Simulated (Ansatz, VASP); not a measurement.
# GaSb: VASP beside Ansatz

File INCAR:

```
SYSTEM = GaSb
PREC = Accurate ; ENCUT = 520
EDIFF = 1E-7 ; ISMEAR = -1
SIGMA = 0.02 ; LREAL = .FALSE.
LASPH = .TRUE. ; NELM = 60
ALGO = Normal ; ISIF = 2
LWAVE = .FALSE. ; LCHARG = .FALSE.
GGA = PE ; NBANDS = 16
```

Contents of KPOINTS:

```
regular mesh
0
G
  6 6 6
  0 0 0
```

File POSCAR:

```
GaSb
1.0
    0.0000000000      3.0658848221      3.0658848221
    3.0658848221      0.0000000000      3.0658848221
    3.0658848221      3.0658848221      0.0000000000
Ga Sb
1 1
Direct
    0.0000000000      0.0000000000      0.0000000000
    0.2500000000      0.2500000000      0.2500000000
```

Input for Ansatz:

```yaml
crystal:
  lattice:
    - [0.0, 3.0658848221, 3.0658848221]
    - [3.0658848221, 0.0, 3.0658848221]
    - [3.0658848221, 3.0658848221, 0.0]
  atoms:
    - { symbol: Ga, position: [0.0, 0.0, 0.0] }
    - { symbol: Sb, position: [0.25, 0.25, 0.25] }
kpoints:
  mp_grid: { grid: [6, 6, 6] }
hamiltonian:
  xc: pbe
scf:
  occupations: { method: fermi_dirac, width: 0.02 }
  n_extra_bands: 4
output:
  forces: true
  stress: true
  eigenvalues: true
  write_density: true
  write_potential: true
  elf: true
  volumetric_format: npy
```

Alike in both runs: task single point; functional PBE; k mesh 6 × 6 × 6; occupations fermi-dirac, width 0.02 eV; no spin polarisation.

|  | VASP | Ansatz |
| --- | --- | --- |
| version | VASP 6.6.1 | Ansatz 0.2.0 |
| potentials or method | VASP PAW PBE potentials, release 64 (Ga_d, Sb) | plane waves, PAW |
| plane-wave cutoff (eV) | 520 | 420 |
| valence electrons in the cell | 18 | 28 |

|  | VASP | Ansatz | Ansatz less VASP |
| --- | --- | --- | --- |
| pressure (GPa) | 2.1 | 2.1 | -0.09 |

With one functional, cell and mesh, what is left measures potentials, basis and numerics. VASP's potentials hold 18 valence electrons a cell and Ansatz's 28, so a difference there can come from the potentials and not from the codes.

Spin-orbit coupling is off throughout.
